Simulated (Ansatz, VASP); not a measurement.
## Two plane-wave programs on BN

The input INCAR:

```
PREC = Accurate ; ENCUT = 600
EDIFF = 1E-7 ; ISMEAR = 0
SIGMA = 0.1 ; LREAL = F
LASPH = T ; NELM = 120
ALGO = Normal ; ISIF = 3
LWAVE = F ; LCHARG = F
IBRION = 2 ; NSW = 100
EDIFFG = -0.05 ; GGA_COMPAT = F
NELMIN = 4
```

Contents of KPOINTS:

```
regular mesh
0
Gamma
  10 10 10
```

File POSCAR:

```
BN
1.0
    0.0000000000      1.8075000000      1.8075000000
    1.8075000000      0.0000000000      1.8075000000
    1.8075000000      1.8075000000      0.0000000000
B N
1 1
Direct
    0.0000000000      0.0000000000      0.0000000000
    0.7500000000      0.7500000000      0.7500000000
```

Input for Ansatz:

```yaml
crystal:
  lattice:
    - [0.0, 1.8075, 1.8075]
    - [1.8075, 0.0, 1.8075]
    - [1.8075, 1.8075, 0.0]
  atoms:
    - { symbol: B, position: [0.0, 0.0, 0.0] }
    - { symbol: "N", position: [0.75, 0.75, 0.75] }
basis:
  ecutwfc: 420
kpoints:
  mp_grid: { grid: [10, 10, 10] }
hamiltonian:
  xc: lda
scf:
  occupations: { method: gaussian, width: 0.1 }
output:
  forces: true
  stress: true
  eigenvalues: true
relax:
  adjacent_minimum: "off"
  f_tol: 0.05
  max_steps: 80
  cell: { stress_tol: 0.5 }
```

Alike in both runs: task relaxation of cell and atoms; functional LDA; k mesh 10 × 10 × 10; occupations gaussian, width 0.1 eV; no spin polarisation.

|  | VASP | Ansatz |
| --- | --- | --- |
| version | VASP 6.6.1 | Ansatz 0.2.0 |
| potentials or method | VASP PAW LDA potentials, release 64 (B, N), cutoff 600 eV | scalar-relativistic, plane waves, PAW |
| valence electrons in the cell | 8 | 8 |

VASP gave:

```
gap on the k mesh at the Fermi level, each at its own relaxed structure (eV) : 4.38
relaxed volume (Å³/atom)                                                     : 5.75
relaxed cell length with the largest relative difference (Å)                 : 2.533
```

What did Ansatz give for the same quantities?

gap on the k mesh at the Fermi level, each at its own relaxed structure (eV): 4.39; relaxed volume (Å³/atom): 5.74; relaxed cell length with the largest relative difference (Å): 2.532.

LDA's correlation is that of Perdew and Zunger in VASP and of Perdew and Wang (1992) in Ansatz.
